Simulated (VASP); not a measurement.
# SnSe in VASP: single point with PBE+D3(BJ)

Aim: the single point of SnSe with PBE+D3(BJ).

Everything below comes from runs of VASP 6.6.1. Logs are shortened: lines on timing, memory, paths and dates and some standing lists are left out, and cuts for length are marked.

### 1 The cell of the first run

The cell holds a slab with vacuum, 4 atoms: a = 4.285 Å, b = 4.285 Å, c = 10.991 Å, α = 90.00°, β = 90.00°, γ = 90.00°.

### 2 Single point, PBE+D3(BJ)

Input file INCAR:

```
SYSTEM = SnSe
ALGO = Normal ; EDIFF = 1E-7
ENCUT = 520 ; GGA = PE
ISIF = 2 ; ISMEAR = 0
IVDW = 12 ; LASPH = .True.
LCHARG = .False. ; LREAL = .False.
LWAVE = .False. ; NBANDS = 28
NELM = 100 ; PREC = Accurate
SIGMA = 0.02
```

Input file KPOINTS:

```
k-points
0
Gamma
  8 8 4
  0 0 0
```

Input file POSCAR:

```
SnSe
1.0
    4.2853274191      0.0000000000      0.0000000000
    0.0000000000      4.2853274191      0.0000000000
    0.0000000000      0.0000000000     10.9906921300
Sn Se
2 2
Direct
    0.5000000000      0.0000000000      0.3722291100
    0.0000000000      0.5000000000      0.6277708900
    0.5000000000      0.0000000000      0.6160394900
    0.0000000000      0.5000000000      0.3839605100
```

Potentials or basis: VASP PAW PBE potentials, release 64 (Sn_d, Se).

The run is started by

```console
> cat potpaw_PBE.64/Sn_d/POTCAR potpaw_PBE.64/Se/POTCAR > POTCAR
> mpirun -np 1 vasp_std > vasp.out
```

OUTCAR:

```text
SYSTEM = SnSe
   EDIFF = 1E-7
   ENCUT = 520
   GGA = PE
   ISIF = 2
   ISMEAR = 0
   IVDW = 12
   LASPH = .True.
   LREAL = .False.
   NELM = 100
   PREC = Accurate
 IVDW          = 12

 ion  position               nearest neighbor table
   1  0.500  0.000  0.372-   3 2.68   4 3.03   4 3.03   4 3.03   4 3.03
   2  0.000  0.500  0.628-   4 2.68   3 3.03   3 3.03   3 3.03   3 3.03
   3  0.500  0.000  0.616-   1 2.68   2 3.03   2 3.03   2 3.03   2 3.03
   4  0.000  0.500  0.384-   2 2.68   1 3.03   1 3.03   1 3.03   1 3.03

  LATTYP: Found a simple tetragonal cell.
 ALAT       =     4.2853274191
 C/A-ratio  =     2.5647263453

  Lattice vectors:

 A1 = (   4.2853274191,   0.0000000000,   0.0000000000)
 A2 = (   0.0000000000,   4.2853274191,   0.0000000000)
 A3 = (   0.0000000000,   0.0000000000,  10.9906921300)

Analysis of symmetry for initial positions (statically):
=====================================================================
 Subroutine PRICEL returns:
 Original cell was already a primitive cell.

 Routine SETGRP: Setting up the symmetry group for a
 simple tetragonal supercell.

 Subroutine GETGRP returns: Found 16 space group operations
 (whereof  8 operations were pure point group operations)
 out of a pool of 16 trial point group operations.

The static configuration has the point symmetry D_2d.
 The point group associated with its full space group is D_4h.

Analysis of symmetry for dynamics (positions and initial velocities):
=====================================================================
 Subroutine PRICEL returns:
 Original cell was already a primitive cell.

 Routine SETGRP: Setting up the symmetry group for a
 simple tetragonal supercell.

 Subroutine GETGRP returns: Found 16 space group operations
 (whereof  8 operations were pure point group operations)
 out of a pool of 16 trial point group operations.

The dynamic configuration has the point symmetry D_2d.
 The point group associated with its full space group is D_4h.

 Subroutine INISYM returns: Found 16 space group operations
 (whereof  8 operations are pure point group operations),
 and found     1 'primitive' translations

----------------------------------------------------------------------------------------

                                     Primitive cell

  volume of cell :     201.8334

  direct lattice vectors                    reciprocal lattice vectors
     4.285327419  0.000000000  0.000000000     0.233354398  0.000000000  0.000000000
     0.000000000  4.285327419  0.000000000     0.000000000  0.233354398  0.000000000
     0.000000000  0.000000000 10.990692130     0.000000000  0.000000000  0.090986081

  length of vectors
     4.285327419  4.285327419 10.990692130     0.233354398  0.233354398  0.090986081

  position of ions in fractional coordinates (direct lattice)
     0.500000000  0.000000000  0.372229110
     0.000000000  0.500000000  0.627770890
     0.500000000  0.000000000  0.616039490
     0.000000000  0.500000000  0.383960510

  ion indices of the primitive-cell ions
   primitive index   ion index
                 1           1
                 2           2
                 3           3
                 4           4

----------------------------------------------------------------------------------------

 KPOINTS: k-points

Automatic generation of k-mesh.
 Grid dimensions read from file:
 generate k-points for:    8    8    4

 Generating k-lattice:

  Cartesian coordinates                     Fractional coordinates (reciprocal lattice)
     0.029169300  0.000000000  0.000000000     0.125000000  0.000000000  0.000000000
     0.000000000  0.029169300  0.000000000     0.000000000  0.125000000  0.000000000
     0.000000000  0.000000000  0.022746520     0.000000000  0.000000000  0.250000000

  Length of vectors
     0.029169300  0.029169300  0.022746520

  Shift w.r.t. Gamma in fractional coordinates (k-lattice)
     0.000000000  0.000000000  0.000000000

 Subroutine IBZKPT returns following result:
 ===========================================

 Found     45 irreducible k-points:

 Following reciprocal coordinates:
            Coordinates               Weight
  0.000000  0.000000  0.000000      1.000000
  0.125000  0.000000  0.000000      4.000000
  0.250000  0.000000  0.000000      4.000000
  0.375000  0.000000  0.000000      4.000000
  0.500000  0.000000  0.000000      2.000000
  0.125000  0.125000  0.000000      4.000000
[... 16 lines left out ...]
  0.375000  0.125000  0.250000     16.000000
  0.500000  0.125000  0.250000      8.000000
 [... further k-points ...]
   k-points           NKPTS =     45   k-points in BZ     NKDIM =     45   number of bands    NBANDS=     28
   number of dos      NEDOS =    301   number of ions     NIONS =      4
   total plane-waves  NPLWV =  86016
   dimension x,y,z NGX =    32 NGY =   32 NGZ =   84
   dimension x,y,z NGXF=    64 NGYF=   64 NGZF=  168
   ions per type =               2   2
   NGX,Y,Z   is equivalent  to a cutoff of  12.41, 12.41, 12.71 a.u.
   NGXF,Y,Z  is equivalent  to a cutoff of  24.83, 24.83, 25.41 a.u.
 SYSTEM =  SnSe
   PREC   = accura    normal or accurate (medium, high low for compatibility)
   ISTART =      0    job   : 0-new  1-cont  2-samecut
   ICHARG =      2    charge: 1-file 2-atom 10-const
   ISPIN  =      1    spin polarized calculation?
   LNONCOLLINEAR =      F non collinear calculations
   LSORBIT =      F    spin-orbit coupling
   LASPH  =      T    aspherical Exc in radial PAW
   ENCUT  =  520.0 eV  38.22 Ry    6.18 a.u.   7.97  7.97 20.44*2*pi/ulx,y,z
   NELM   =    100;   NELMIN=  2; NELMDL= -5     # of ELM steps
   EDIFF  = 0.1E-06   stopping-criterion for ELM
   LREAL  =      F    real-space projection
   EDIFFG = 0.1E-05   stopping-criterion for IOM
   NSW    =      0    number of steps for IOM
   IBRION =     -1    ionic relax: 0-MD 1-quasi-New 2-CG
   NFREE  =      0    steps in history (QN), initial steepest desc. (CG)
   ISIF   =      2    stress and relaxation
   ISYM   =      2    0-nonsym 1-usesym 2-fastsym
   POTIM  = 0.5000    time-step for ionic-motion
   TEBEG  =    0.0;   TEEND  =   0.0 temperature during run
   PSTRESS=    0.0 pullay stress
   NELECT =      40.0000    total number of electrons
   NUPDOWN=      -1.0000    fix difference up-down
   EMIN   =  10.00;   EMAX   =-10.00  energy-range for DOS
   EFERMI =   0.00;   METHOD = LEGACY
   ISMEAR =     0;   SIGMA  =   0.02  broadening in eV -4-tet -1-fermi 0-gaus
   EFERMI_NEDOS =   21; number of points for ismear=-14 and -15
   IALGO  =     38    algorithm
   IMIX   =      4    mixing-type and parameters
     AMIX     =   0.40;   BMIX     =  1.00
     AMIX_MAG =   1.60;   BMIX_MAG =  1.00
  volume/ion in A,a.u.               =      50.46       340.51
  Fermi-wavevector in a.u.,A,eV,Ry     =   0.954473  1.803693 12.395171  0.911019
  Thomas-Fermi vector in A             =   2.083223
   LORBIT       =      0    0 simple, 1 ext, 2 COOP (PROOUT), +10 PAW based schemes
   GGA     = PE    functional components
   LHFCALC =     F    Hartree Fock is set to
   AEXX    =    0.0000 exact exchange contribution
   IVDW    =    12    specifies the selected vdW correction
   LEPSILON=     F    determine dielectric tensor
   LRPA    =     F    only Hartree local field effects (RPA)
 non-spin polarized calculation
 Gauss-broadening in eV      SIGMA  =   0.02
  energy-cutoff  :      520.00
  volume of cell :      201.83
 maximum number of plane-waves:      5480
 NGX is ok and might be reduce to    32
   NGX = 15   NGY = 15   NGZ = 41

 number of electron      40.0000021 magnetization

 Free energy of the ion-electron system (eV)
  ---------------------------------------------------
  ext. energy  EPLUGINS =         0.00000000
  ---------------------------------------------------
  free energy    TOTEN  =       -16.24015251 eV

  energy without entropy =      -16.24015251  energy(sigma->0) =      -16.24015251

 E-fermi :   0.9609     XC(G=0):  -6.0526

 val. band max:        0.8174064016   @ k =   0.3750   0.0000   0.5000
 cond. band min:       1.8571614888   @ k =   0.3750   0.0000   0.5000
 fundamental gap:      1.0397550872
 Fermi energy:         0.9608787059

 k-point     1 :       0.0000    0.0000    0.0000
  band No.  band energies     occupation
      1     -20.4610      2.00000
      2     -20.4556      2.00000
      3     -20.4518      2.00000
      4     -20.4450      2.00000
      5     -20.4385      2.00000
      6     -20.4107      2.00000
[... 20 lines left out ...]
     27       6.4029      0.00000
     28       6.4293      0.00000

 k-point     2 :       0.1250    0.0000    0.0000
  band No.  band energies     occupation
      1     -20.4595      2.00000
      2     -20.4545      2.00000
      3     -20.4527      2.00000
      4     -20.4464      2.00000
      5     -20.4365      2.00000
      6     -20.4109      2.00000
[... 20 lines left out ...]
     27       6.0461      0.00000
     28       6.0690      0.00000

 k-point     3 :       0.2500    0.0000    0.0000
  band No.  band energies     occupation
      1     -20.4560      2.00000
      2     -20.4547      2.00000
      3     -20.4520      2.00000
      4     -20.4500      2.00000
      5     -20.4311      2.00000
      6     -20.4117      2.00000
[... 20 lines left out ...]
     27       5.6946      0.00000
     28       6.4835      0.00000

 k-point     4 :       0.3750    0.0000    0.0000
  band No.  band energies     occupation
      1     -20.4563      2.00000
      2     -20.4539      2.00000
      3     -20.4525      2.00000
      4     -20.4502      2.00000
      5     -20.4243      2.00000
      6     -20.4140      2.00000
[... 20 lines left out ...]
     27       5.5861      0.00000
     28       6.9847      0.00000

 k-point     5 :       0.5000    0.0000    0.0000
  band No.  band energies     occupation
      1     -20.4562      2.00000
      2     -20.4562      2.00000
      3     -20.4503      2.00000
      4     -20.4503      2.00000
      5     -20.4182      2.00000
      6     -20.4182      2.00000
[... 20 lines left out ...]
     27       6.2639      0.00000
     28       6.2639      0.00000

 k-point     6 :       0.1250    0.1250    0.0000
  band No.  band energies     occupation
      1     -20.4579      2.00000
      2     -20.4537      2.00000
      3     -20.4533      2.00000
      4     -20.4485      2.00000
      5     -20.4341      2.00000
      6     -20.4110      2.00000
[... 463 lines left out ...]
      5     -20.4341      2.00000
      6     -20.4110      2.00000
[... 20 lines left out ...]
     27       5.8398      0.00000
     28       6.8258      0.00000

 k-point    22 :       0.2500    0.1250    0.2500
  band No.  band energies     occupation
      1     -20.4562      2.00000
      2     -20.4544      2.00000
      3     -20.4526      2.00000
      4     -20.4507      2.00000
      5     -20.4287      2.00000
      6     -20.4117      2.00000
[... 20 lines left out ...]
     27       5.7044      0.00000
     28       6.8672      0.00000

 k-point    23 :       0.3750    0.1250    0.2500
  band No.  band energies     occupation
      1     -20.4584      2.00000
      2     -20.4567      2.00000
      3     -20.4506      2.00000
      4     -20.4486      2.00000
      5     -20.4224      2.00000
      6     -20.4136      2.00000
[... 20 lines left out ...]
     27       5.9446      0.00000
     28       6.8270      0.00000

 k-point    24 :       0.5000    0.1250    0.2500
  band No.  band energies     occupation
      1     -20.4588      2.00000
      2     -20.4588      2.00000
      3     -20.4485      2.00000
      4     -20.4485      2.00000
      5     -20.4172      2.00000
      6     -20.4172      2.00000
[... 20 lines left out ...]
     27       6.5301      0.00000
     28       6.5301      0.00000

 [... further k-points ...]

------------------------ aborting loop because EDIFF is reached ----------------------------------------

 Edisp (eV)   -0.96434

 E8    (eV) :    -0.4516

  FORCE on cell =-STRESS in cart. coord.  units (eV):
  Direction    XX          YY          ZZ          XY          YZ          ZX
  --------------------------------------------------------------------------------------
  -------------------------------------------------------------------------------------
  Total      -0.07638    -0.07638     0.64416     0.00000     0.00000     0.00000
  in kB      -0.60628    -0.60628     5.11340     0.00000     0.00000     0.00000
  external pressure =        1.30 kB  Pullay stress =        0.00 kB

 VOLUME and BASIS-vectors are now :
 -----------------------------------------------------------------------------
  energy-cutoff  :      520.00
  volume of cell :      201.83
      direct lattice vectors                 reciprocal lattice vectors
     4.285327419  0.000000000  0.000000000     0.233354398  0.000000000  0.000000000
     0.000000000  4.285327419  0.000000000     0.000000000  0.233354398  0.000000000
     0.000000000  0.000000000 10.990692130     0.000000000  0.000000000  0.090986081

 POSITION                                       TOTAL-FORCE (eV/Angst)
 -----------------------------------------------------------------------------------
      2.14266      0.00000      4.09106        -0.000000      0.000000     -0.115909
      0.00000      2.14266      6.89964         0.000000      0.000000      0.115909
      2.14266      0.00000      6.77070        -0.000000      0.000000      0.183437
      0.00000      2.14266      4.21999         0.000000      0.000000     -0.183437
 -----------------------------------------------------------------------------------
    total drift:                                0.000000      0.000000      0.000000

  FREE ENERGIE OF THE ION-ELECTRON SYSTEM (eV)
  ---------------------------------------------------
  free  energy   TOTEN  =       -17.2044882875 eV

  energy  without entropy=      -17.2044882875  energy(sigma->0) =      -17.20448829
```

Run time: 96 s. Hardware: 1 thread of Intel Xeon 6975P-C (Granite Rapids), shared host; peak memory 0.41 GiB.

Results:

```
Free energy                : -17.2045 eV
Largest force              : 0.183 eV/Å
Band gap on the k mesh     : 1.04 eV
Dispersion energy per atom : -0.241 eV
```

Forces on the atoms (eV/Å):
```
Sn   0.000  0.000 -0.116
Sn   0.000  0.000  0.116
Se   0.000  0.000  0.183
Se   0.000  0.000 -0.183
```

Caveat: spin-orbit coupling is left out, which moves the levels of the heavy elements.
